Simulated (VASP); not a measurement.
Co: relaxation of cell and atoms with LDA

Crystal: Co.

```
CELL_PARAMETERS angstrom
2.42982 0.00000 0.00000
-1.21491 2.10429 0.00000
0.00000 0.00000 3.91595
ATOMIC_POSITIONS crystal
Co 0.33333 0.66667 0.75000
Co 0.66667 0.33333 0.25000
```

- Program: VASP 6.6.1
- Task: relaxation of cell and atoms
- Functional: LDA
- Potentials or basis: VASP PAW LDA potentials, release 64 (Co)
- Cutoff: 600 eV
- k mesh: 20 × 20 × 12
- Occupations: gaussian, width 0.05 eV
- Spin: collinear spin, ferromagnetic start
- Starting moments: [1.72, 1.72] μB
- Dipole correction: no
- Further INCAR settings: ALGO = Normal; EDIFF = 1e-07; IBRION = 2; EDIFFG = -0.01; NSW = 50; ISIF = 3

The relaxed volume is 9.96 Å³/atom. The relaxed cell is a = 2.426 Å, b = 2.426 Å, c = 3.910 Å, α = 90.00°, β = 90.00°, γ = 120.00°, the space group after relaxing (to 0.1 Å) is P6_3/mmc (No. 194) and the energy gained by relaxing is 0.2 meV/atom. The ionic steps are 3, the pressure after relaxing is 0.0 GPa and the net moment is 2.97 μB per cell. The site moments are Co +1.48 μB. The valence electrons inside the program's atomic spheres are Co 8.46.

The path:
```tsv
step	energy change (eV)	largest force (eV/Å)	pressure (GPa)	volume (Å³)
1	0.0000	0.0000	-1.29	20.02
2	0.0004	0.0000	1.90	19.79
3	-0.0004	0.0000	0.00	19.93
```

Final structure:
```
Co
1.0
     2.42603    0.00000    0.00000
    -1.21302    2.10101    0.00000
     0.00000    0.00000    3.90960
Co
2
Direct
  0.33333 0.66667 0.75000
  0.66667 0.33333 0.25000
```

Levels at points of the mesh, in eV from the Fermi level:
Spin up:
```
           k point  band 7  band 8  band 9  band 10  band 11  band 12  band 13  band 14
(0.00, 0.00, 0.00)   -2.18   -1.78   -1.78    -0.49    -0.49    -0.05     7.31    22.67
(0.50, 0.00, 0.00)   -2.08   -0.35   -0.21    -0.17     1.69     3.87    10.45    11.19
(0.00, 0.00, 0.50)   -2.63   -2.63   -0.84    -0.84    -0.84    -0.84    16.16    16.16
(0.50, 0.00, 0.50)   -0.83   -0.83   -0.24    -0.24     1.81     1.81     8.17     8.17
```
Spin down:
```csv
k point,band 4,band 5,band 6,band 7,band 8,band 9,band 10,band 11
"(0.00, 0.00, 0.00)",-1.18,-1.18,-0.77,-0.77,-0.32,-0.32,0.13,1.07
"(0.50, 0.00, 0.00)",-1.90,-1.38,-1.20,-0.75,1.22,1.38,1.41,2.82
"(0.00, 0.00, 0.50)",-1.75,-1.26,-1.26,-1.26,-1.26,0.69,0.69,0.69
"(0.50, 0.00, 0.50)",-2.71,-0.18,-0.18,0.31,0.31,1.33,1.33,2.49
```

Wall time 5.6 min on 1 thread of Intel(R) Xeon(R) Platinum 8488C (Sapphire Rapids), with other jobs on the host, peak memory 0.27 GiB.
